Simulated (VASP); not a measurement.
# ZnCu (P4/mmm) in VASP: further runs

ZnCu is run at these levels: PBE; tasks: single point.

Program: VASP 6.6.1. These are calculated values, not measurements. Logs are shortened: lines on timing, memory, paths and dates and some standing lists are left out, and cuts for length are marked.

## 1. The cell of the first run

Symmetry: P4/mmm, No. 123, tetragonal system. Conventional cell: a = 2.945 Å, b = 2.945 Å, c = 2.768 Å, α = 90.00°, β = 90.00°, γ = 90.00°. Zn (site symmetry 4/mmm) has 8 Cu at 2.50 Å and 6 Zn at 2.77 to 2.94 Å within 3.3 Å. Cu (site symmetry 4/mmm) has 8 Zn at 2.50 Å and 6 Cu at 2.77 to 2.94 Å within 3.3 Å.

## 2. Single point, PBE (strain -0.0600 x Voigt [0, 1, 0, 0, 0, 0])

The input, INCAR:

```
PREC     = Accurate       # precision mode
ENCUT    = 520            # plane-wave cutoff, eV
EDIFF    = 1E-6           # SCF threshold, eV
ISMEAR   = 0              # smearing method
SIGMA    = 0.15           # smearing width, eV
LREAL    = False          # projectors in reciprocal space
LASPH    = True           # aspherical terms in the spheres
NELM     = 60             # most SCF steps
ALGO     = Fast           # electronic algorithm
ISIF     = 2              # what is computed and relaxed
LWAVE    = False          # write WAVECAR
LCHARG   = True           # write CHGCAR
GGA      = PE             # functional
LELF     = True           # ELF
LVHAR    = True         
NBANDS   = 18             # bands
```

The input, KPOINTS:

```
regular mesh
0
Gamma
  16 16 16
```

The input, POSCAR:

```
ZnCu
1.0
    2.9450000000      0.0000000000      0.0000000000
    0.0000000000      2.7683000000      0.0000000000
    0.0000000000      0.0000000000      2.9450000000
Zn Cu
1 1
Direct
    0.5000000000      0.5000000000      0.5000000000
    0.0000000000      0.0000000000      0.0000000000
```

Potentials or basis: VASP PAW PBE potentials, release 64 (Zn, Cu).

Started as:

```sh
$ cat potpaw_PBE.64/Zn/POTCAR potpaw_PBE.64/Cu/POTCAR > POTCAR
$ mpirun -np 1 vasp_std > vasp.out
```

OUTCAR:

```text
PREC = Accurate
   ENCUT = 520
   EDIFF = 1E-6
   ISMEAR = 0
   LREAL = False
   LASPH = True
   NELM = 60
   ISIF = 2
   GGA = PE

 ion  position               nearest neighbor table
   1  0.500  0.500  0.500-   2 2.50   2 2.50   2 2.50   2 2.50   2 2.50   2 2.50   2 2.50   2 2.50

   2  0.000  0.000  0.000-   1 2.50   1 2.50   1 2.50   1 2.50   1 2.50   1 2.50   1 2.50   1 2.50

  LATTYP: Found a simple tetragonal cell.
 ALAT       =     2.9450000000
 C/A-ratio  =     0.9400000000

  Lattice vectors:

 A1 = (  -2.9450000000,   0.0000000000,   0.0000000000)
 A2 = (   0.0000000000,   0.0000000000,   2.9450000000)
 A3 = (   0.0000000000,   2.7683000000,   0.0000000000)

Analysis of symmetry for initial positions (statically):
=====================================================================
 Subroutine PRICEL returns:
 Original cell was already a primitive cell.

 Routine SETGRP: Setting up the symmetry group for a
 simple tetragonal supercell.

 Subroutine GETGRP returns: Found 16 space group operations
 (whereof 16 operations were pure point group operations)
 out of a pool of 16 trial point group operations.

The static configuration has the point symmetry D_4h.

Analysis of symmetry for dynamics (positions and initial velocities):
=====================================================================
 Subroutine PRICEL returns:
 Original cell was already a primitive cell.

 Routine SETGRP: Setting up the symmetry group for a
 simple tetragonal supercell.

 Subroutine GETGRP returns: Found 16 space group operations
 (whereof 16 operations were pure point group operations)
 out of a pool of 16 trial point group operations.

The dynamic configuration has the point symmetry D_4h.

 Subroutine INISYM returns: Found 16 space group operations
 (whereof 16 operations are pure point group operations),
 and found     1 'primitive' translations

----------------------------------------------------------------------------------------

                                     Primitive cell

  volume of cell :      24.0095

  direct lattice vectors                    reciprocal lattice vectors
     2.945000000  0.000000000  0.000000000     0.339558574  0.000000000  0.000000000
     0.000000000  2.768300000  0.000000000     0.000000000  0.361232525  0.000000000
     0.000000000  0.000000000  2.945000000     0.000000000  0.000000000  0.339558574

  length of vectors
     2.945000000  2.768300000  2.945000000     0.339558574  0.361232525  0.339558574

[... 74 lines left out ...]
   ISPIN  =      1    spin polarized calculation?
   LNONCOLLINEAR =      F non collinear calculations
   LSORBIT =      F    spin-orbit coupling
   LASPH  =      T    aspherical Exc in radial PAW
   ENCUT  =  520.0 eV  38.22 Ry    6.18 a.u.   5.48  5.15  5.48*2*pi/ulx,y,z
   NELM   =     60;   NELMIN=  2; NELMDL= -5     # of ELM steps
   EDIFF  = 0.1E-05   stopping-criterion for ELM
   LREAL  =      F    real-space projection
   EDIFFG = 0.1E-04   stopping-criterion for IOM
   NSW    =      0    number of steps for IOM
   IBRION =     -1    ionic relax: 0-MD 1-quasi-New 2-CG
   NFREE  =      0    steps in history (QN), initial steepest desc. (CG)
   ISIF   =      2    stress and relaxation
   ISYM   =      2    0-nonsym 1-usesym 2-fastsym
   POTIM  = 0.5000    time-step for ionic-motion
   TEBEG  =    0.0;   TEEND  =   0.0 temperature during run
   PSTRESS=    0.0 pullay stress
   NELECT =      23.0000    total number of electrons
   NUPDOWN=      -1.0000    fix difference up-down
   EMIN   =  10.00;   EMAX   =-10.00  energy-range for DOS
   EFERMI =   0.00;   METHOD = LEGACY
   ISMEAR =     0;   SIGMA  =   0.15  broadening in eV -4-tet -1-fermi 0-gaus
   EFERMI_NEDOS =   21; number of points for ismear=-14 and -15
   IALGO  =     68    algorithm
   IMIX   =      4    mixing-type and parameters
     AMIX     =   0.40;   BMIX     =  1.00
     AMIX_MAG =   1.60;   BMIX_MAG =  1.00
  volume/ion in A,a.u.               =      12.00        81.01
  Fermi-wavevector in a.u.,A,eV,Ry     =   1.613824  3.049685 35.435397  2.604428
  Thomas-Fermi vector in A             =   2.708832
   LORBIT       =      0    0 simple, 1 ext, 2 COOP (PROOUT), +10 PAW based schemes
   GGA     = PE    functional components
   LHFCALC =     F    Hartree Fock is set to
   AEXX    =    0.0000 exact exchange contribution
   IVDW    =     0    specifies the selected vdW correction
   LEPSILON=     F    determine dielectric tensor
   LRPA    =     F    only Hartree local field effects (RPA)
 non-spin polarized calculation
 RMM-DIIS sequential band-by-band and
 Gauss-broadening in eV      SIGMA  =   0.15
  energy-cutoff  :      520.00
  volume of cell :       24.01
 maximum number of plane-waves:       663
 NGX is ok and might be reduce to    24
   NGX = 11   NGY = 11   NGZ = 11

 number of electron      23.0000009 magnetization

 Free energy of the ion-electron system (eV)
  ---------------------------------------------------
  ext. energy  EPLUGINS =         0.00000000
  ---------------------------------------------------
  free energy    TOTEN  =        -4.93747797 eV

  energy without entropy =       -4.93205456  energy(sigma->0) =       -4.93476627

 E-fermi :   6.1753     XC(G=0): -12.7517

 val. band max:        6.1435394320   @ k =   0.4375   0.3750   0.3750
 cond. band min:       6.2057520324   @ k =   0.5000   0.4375   0.2500
 fundamental gap:      0.0622126005
 Fermi energy:         6.1752634127

 k-point     1 :       0.0000    0.0000    0.0000
  band No.  band energies     occupation
      1      -4.6789      2.00000
      2      -1.9487      2.00000
      3      -1.9120      2.00000
      4      -1.1829      2.00000
      5      -1.0823      2.00000
      6      -1.0823      2.00000
[... 481 lines left out ...]
      5      -1.1312      2.00000
      6      -1.0867      2.00000
[... 10 lines left out ...]
     17      22.3856      0.00000
     18      23.4531      0.00000

 [... further k-points ...]
[... 5 lines left out ...]
  --------------------------------------------------------------------------------------
  -------------------------------------------------------------------------------------
  Total        1.7957525      2.0802534      1.7957525      0.0000000     -0.0000000      0.0000000
  in kB      119.8321411    138.8171352    119.8321411      0.0000000     -0.0000000      0.0000000
  external PRESSURE =     126.1604724 kB  Pullay stress =       0.0000000 kB

 VOLUME and BASIS-vectors are now :
 -----------------------------------------------------------------------------
  energy-cutoff  :      520.00
  volume of cell :       24.01
      direct lattice vectors                 reciprocal lattice vectors
     2.945000000  0.000000000  0.000000000     0.339558574  0.000000000  0.000000000
     0.000000000  2.768300000  0.000000000     0.000000000  0.361232525  0.000000000
     0.000000000  0.000000000  2.945000000     0.000000000  0.000000000  0.339558574

 POSITION                                       TOTAL-FORCE (eV/Angst)
 -----------------------------------------------------------------------------------
      1.47250      1.38415      1.47250         0.000000      0.000000      0.000000
      0.00000      0.00000      0.00000         0.000000      0.000000      0.000000
 -----------------------------------------------------------------------------------
    total drift:                                0.000000      0.000000     -0.000000

  FREE ENERGIE OF THE ION-ELECTRON SYSTEM (eV)
  ---------------------------------------------------
  free  energy   TOTEN  =        -4.9374779737 eV

  energy  without entropy=       -4.9320545571  energy(sigma->0) =       -4.93476627
```

OSZICAR:

```text
N       E                     dE             d eps       ncg     rms          rms(c)
DAV:   1     0.114183882799E+03    0.11418E+03   -0.11292E+04 15796   0.215E+03
DAV:   2    -0.133011867613E+01   -0.11551E+03   -0.11069E+03 14662   0.302E+02
DAV:   3    -0.603892136334E+01   -0.47088E+01   -0.46745E+01 16266   0.757E+01
DAV:   4    -0.607669165697E+01   -0.37770E-01   -0.37757E-01 16732   0.625E+00
DAV:   5    -0.607718171324E+01   -0.49006E-03   -0.49004E-03 16386   0.731E-01    0.101E+01
RMM:   6    -0.581021059164E+01    0.26697E+00   -0.82432E+00 16903   0.457E+01    0.637E+00
RMM:   7    -0.495308363475E+01    0.85713E+00   -0.20523E+00 16590   0.223E+01    0.281E+00
RMM:   8    -0.494317473779E+01    0.99089E-02   -0.23677E-02 17215   0.230E+00    0.121E+00
RMM:   9    -0.493812095277E+01    0.50538E-02   -0.10007E-02 17056   0.157E+00    0.235E-01
RMM:  10    -0.493739778326E+01    0.72317E-03   -0.51732E-03 17593   0.922E-01    0.820E-02
RMM:  11    -0.493744799964E+01   -0.50216E-04   -0.97874E-04 19107   0.395E-01    0.257E-02
RMM:  12    -0.493748906014E+01   -0.41060E-04   -0.31580E-04 18349   0.191E-01    0.437E-02
RMM:  13    -0.493747577686E+01    0.13283E-04   -0.15861E-04 17909   0.191E-01    0.179E-02
RMM:  14    -0.493747663306E+01   -0.85620E-06   -0.52273E-05 17351   0.622E-02    0.508E-03
RMM:  15    -0.493747756469E+01   -0.93163E-06   -0.11292E-05 16147   0.301E-02    0.193E-03
RMM:  16    -0.493747797375E+01   -0.40906E-06   -0.13830E-06 13083   0.132E-02
   1 F= -.49374780E+01 E0= -.49347663E+01  d E =-.542342E-02
```

stdout:

```text
POSCAR found type information on POSCAR ZnCu
 POSCAR found :  2 types and       2 ions
 scaLAPACK will be used
 LDA part: xc-table for (Slater+PW92), standard interpolation
 POSCAR, INCAR and KPOINTS ok, starting setup
 FFT: planning ... GRIDC
 FFT: planning ... GRID_SOFT
 FFT: planning ... GRID
 WAVECAR not read
 entering main loop
WARNING in EDDRMM: call to ZHEGV failed, returncode =   6  3     18
```

It took 80 s on 1 thread of Intel Xeon Platinum 8488C (Sapphire Rapids), shared host; peak memory 0.29 GiB.

Results:

```yaml
Free_energy: -4.9375 eV
Pressure: 12.6 GPa
Band_gap_on_the_k_mesh: zero (an odd number of electrons rules out a gap without spin polarisation)
```

Levels at points of the mesh, in eV from the Fermi level:
| k point | band 9 | band 10 | band 11 | band 12 | band 13 | band 14 | band 15 | band 16 |
| --- | --- | --- | --- | --- | --- | --- | --- | --- |
| (0.00, 0.00, 0.00) | -2.91 | -2.84 | -2.84 | 5.69 | 5.69 | 8.03 | 11.05 | 11.47 |
| (0.50, 0.00, 0.00) | -3.56 | -3.33 | -2.92 | -2.23 | 11.35 | 11.94 | 13.39 | 13.48 |
| (0.00, 0.50, 0.00) | -3.57 | -3.57 | -3.02 | -1.78 | 12.03 | 12.03 | 12.55 | 12.55 |
| (0.50, 0.50, 0.00) | -3.02 | -2.58 | -2.01 | -1.88 | 2.24 | 2.60 | 14.08 | 15.45 |
| (0.50, 0.00, 0.50) | -2.96 | -2.70 | -2.39 | -2.39 | 1.61 | 1.89 | 15.79 | 17.19 |
| (0.50, 0.50, 0.50) | -2.66 | -2.53 | 4.29 | 4.34 | 4.34 | 4.59 | 4.59 | 4.89 |

Caveat: the cell differs from its parent crystal (strain -0.0600 x Voigt [0, 1, 0, 0, 0, 0]); the cell stands under pressure.

## 3. Single point, PBE (strain -0.0450 x Voigt [0, 1, 0, 0, 0, 0])

Edit INCAR of step 2 so:

```diff
@@ -11,6 +11,4 @@
 LWAVE    = False          # write WAVECAR
-LCHARG   = True           # write CHGCAR
+LCHARG   = False          # write CHGCAR
 GGA      = PE             # functional
-LELF     = True           # ELF
-LVHAR    = True         
 NBANDS   = 18             # bands
```

The input, KPOINTS:

```
Automatic mesh
0
Gamma
  16 16 16
```

Edit POSCAR of step 2 so:

```diff
@@ -3,3 +3,3 @@
     2.9450000000      0.0000000000      0.0000000000
-    0.0000000000      2.7683000000      0.0000000000
+    0.0000000000      2.8124750000      0.0000000000
     0.0000000000      0.0000000000      2.9450000000
```

Potentials or basis: VASP PAW PBE potentials, release 64 (Zn, Cu).

Started as:

```sh
$ cat potpaw_PBE.64/Zn/POTCAR potpaw_PBE.64/Cu/POTCAR > POTCAR
$ mpirun -np 1 vasp_std > vasp.out
```

Run time: 83 s. Hardware: 1 thread of Intel Xeon Platinum 8488C (Sapphire Rapids), shared host; peak memory 0.29 GiB.

Results (log left out):

- Free energy: -4.9656 eV
- Pressure: 9.8 GPa
- Band gap on the k mesh: zero (an odd number of electrons rules out a gap without spin polarisation)

Stress tensor (GPa, compression positive):
```
 9.52  0.00  0.00
 0.00 10.37  0.00
 0.00  0.00  9.52
```

Levels at points of the mesh, in eV from the Fermi level:
```
           k point  band 8  band 9  band 10  band 11  band 12  band 13  band 14  band 15  band 16  band 17
(0.00, 0.00, 0.00)   -3.70   -2.87    -2.82    -2.82     5.83     5.83     7.54    11.10    11.48    13.54
(0.50, 0.00, 0.00)   -3.92   -3.49    -3.32    -2.90    -2.18    11.44    12.04    13.00    13.45    13.70
(0.00, 0.50, 0.00)   -3.84   -3.50    -3.50    -2.97    -1.85    11.94    11.94    12.48    12.48    13.53
(0.50, 0.50, 0.00)   -3.03   -2.99    -2.56    -1.99    -1.89     2.10     2.46    14.04    15.46    15.51
(0.50, 0.00, 0.50)   -2.95   -2.95    -2.65    -2.26    -2.26     1.64     1.94    15.28    16.74    16.74
(0.50, 0.50, 0.50)   -4.48   -2.62    -2.52     4.20     4.30     4.38     4.52     4.52     4.78     4.78
```

Caveat: the cell differs from its parent crystal (strain -0.0450 x Voigt [0, 1, 0, 0, 0, 0]); the cell stands under pressure.

## 4. Single point, PBE (strain -0.0300 x Voigt [0, 1, 0, 0, 0, 0])

The input, INCAR:

```
SYSTEM = ZnCu
PREC     = Accurate       ! precision mode
ENCUT    = 520            ! plane-wave cutoff, eV
EDIFF    = 1E-6           ! SCF threshold, eV
ISMEAR   = 0              ! smearing method
SIGMA    = 0.15           ! smearing width, eV
LREAL    = .False.        ! projectors in reciprocal space
LASPH    = .True.         ! aspherical terms in the spheres
NELM     = 100            ! most SCF steps
ALGO     = Fast           ! electronic algorithm
ISIF     = 2              ! what is computed and relaxed
LWAVE    = .False.        ! write WAVECAR
LCHARG   = .False.        ! write CHGCAR
GGA      = PE             ! functional
NBANDS   = 18             ! bands
```

The input, KPOINTS:

```
regular mesh
0
Gamma
  16 16 16
  0 0 0
```

Edit POSCAR of step 3 so:

```diff
@@ -3,3 +3,3 @@
     2.9450000000      0.0000000000      0.0000000000
-    0.0000000000      2.8124750000      0.0000000000
+    0.0000000000      2.8566500000      0.0000000000
     0.0000000000      0.0000000000      2.9450000000
```

Started as:

```sh
$ cat potpaw_PBE.64/Zn/POTCAR potpaw_PBE.64/Cu/POTCAR > POTCAR
$ mpirun -np 1 vasp_std > vasp.out
```

Wall time 80 s (1 thread of Intel Xeon Platinum 8488C (Sapphire Rapids), shared host); peak memory 0.29 GiB.

Results (log left out):

```yaml
Free_energy: -4.9861 eV
Pressure: 7.4 GPa
Band_gap_on_the_k_mesh: zero (an odd number of electrons rules out a gap without spin polarisation)
```

Stress tensor (GPa, compression positive):
```
7.31 0.00 0.00
0.00 7.46 0.00
0.00 0.00 7.31
```

Levels at points of the mesh, in eV from the Fermi level:
```
           k point  band 10  band 11  band 12  band 13  band 14  band 15
(0.00, 0.00, 0.00)    -2.80    -2.80     5.96     5.96     7.07    11.15
(0.50, 0.00, 0.00)    -3.31    -2.87    -2.12    11.53    12.14    12.54
(0.00, 0.50, 0.00)    -3.43    -2.92    -1.91    11.85    11.85    12.43
(0.50, 0.50, 0.00)    -2.55    -1.96    -1.90     1.98     2.33    14.00
(0.50, 0.00, 0.50)    -2.60    -2.14    -2.14     1.68     1.99    14.80
(0.50, 0.50, 0.50)    -2.51     4.07     4.31     4.42     4.45     4.45
```

Caveat: the cell differs from its parent crystal (strain -0.0300 x Voigt [0, 1, 0, 0, 0, 0]); the cell stands under pressure.

## 5. Single point, PBE (strain -0.0150 x Voigt [0, 1, 0, 0, 0, 0])

The input, INCAR:

```
PREC = Accurate
ENCUT = 520
EDIFF = 1E-7
ISMEAR = 0
SIGMA = 0.15
LREAL = False
LASPH = True
NELM = 80
ALGO = Fast
ISIF = 2
LWAVE = False
LCHARG = False
GGA = PE
NBANDS = 18
```

The input, KPOINTS:

```
Automatic mesh
0
Gamma
  16 16 16
```

Edit POSCAR of step 4 so:

```diff
@@ -3,3 +3,3 @@
     2.9450000000      0.0000000000      0.0000000000
-    0.0000000000      2.8566500000      0.0000000000
+    0.0000000000      2.9008250000      0.0000000000
     0.0000000000      0.0000000000      2.9450000000
```

Started as:

```sh
$ cat potpaw_PBE.64/Zn/POTCAR potpaw_PBE.64/Cu/POTCAR > POTCAR
$ mpirun -np 1 vasp_std > vasp.out
```

Wall time 99 s (1 thread of Intel Xeon Platinum 8488C (Sapphire Rapids), shared host); peak memory 0.3 GiB.

Results (log left out):

```
Free energy            : -5.0004 eV
Pressure               : 4.8 GPa
Band gap on the k mesh : zero (an odd number of electrons rules out a gap without spin polarisation)
```

Levels at points of the mesh, in eV from the Fermi level:
| k point | band 8 | band 9 | band 10 | band 11 | band 12 | band 13 | band 14 | band 15 | band 16 | band 17 |
| --- | --- | --- | --- | --- | --- | --- | --- | --- | --- | --- |
| (0.00, 0.00, 0.00) | -3.62 | -2.78 | -2.76 | -2.76 | 6.10 | 6.10 | 6.64 | 11.21 | 11.41 | 12.59 |
| (0.50, 0.00, 0.00) | -3.77 | -3.35 | -3.30 | -2.84 | -2.06 | 11.62 | 12.12 | 12.24 | 12.77 | 13.51 |
| (0.00, 0.50, 0.00) | -3.74 | -3.35 | -3.35 | -2.86 | -1.96 | 11.78 | 11.78 | 12.38 | 12.38 | 13.47 |
| (0.50, 0.50, 0.00) | -2.93 | -2.92 | -2.52 | -1.92 | -1.89 | 1.86 | 2.21 | 13.97 | 15.50 | 15.52 |
| (0.50, 0.00, 0.50) | -2.91 | -2.91 | -2.55 | -2.01 | -2.01 | 1.72 | 2.05 | 14.36 | 15.91 | 15.91 |
| (0.50, 0.50, 0.50) | -4.36 | -2.53 | -2.50 | 3.96 | 4.32 | 4.39 | 4.39 | 4.47 | 4.60 | 4.60 |

Caveat: the cell differs from its parent crystal (strain -0.0150 x Voigt [0, 1, 0, 0, 0, 0]); the cell stands under pressure.

## 6. The runs side by side

```csv
cell,further INCAR settings,gap on the mesh (eV),pressure (GPa)
"a = 2.945, b = 2.768 Å, 2 atoms",ALGO = Fast; EDIFF = 1e-06; NBANDS = 18,none,12.6
"a = 2.945, b = 2.812 Å, 2 atoms",ALGO = Fast; EDIFF = 1e-06; NBANDS = 18,none,9.8
"a = 2.945, b = 2.857 Å, 2 atoms",ALGO = Fast; EDIFF = 1e-06; NBANDS = 18,none,7.4
"a = 2.945, b = 2.901 Å, 2 atoms",ALGO = Fast; EDIFF = 1e-07; NBANDS = 18,none,4.8
```

Alike in all rows: task single point; level PBE; potentials or basis VASP PAW PBE potentials, release 64 (Zn, Cu); no spin polarisation; k mesh 16 × 16 × 16; cutoff (eV) 520; smearing gaussian 0.15 eV.

Caveats: the cell stands under pressure.

Absolute energies hang on the potentials; compare differences alone.
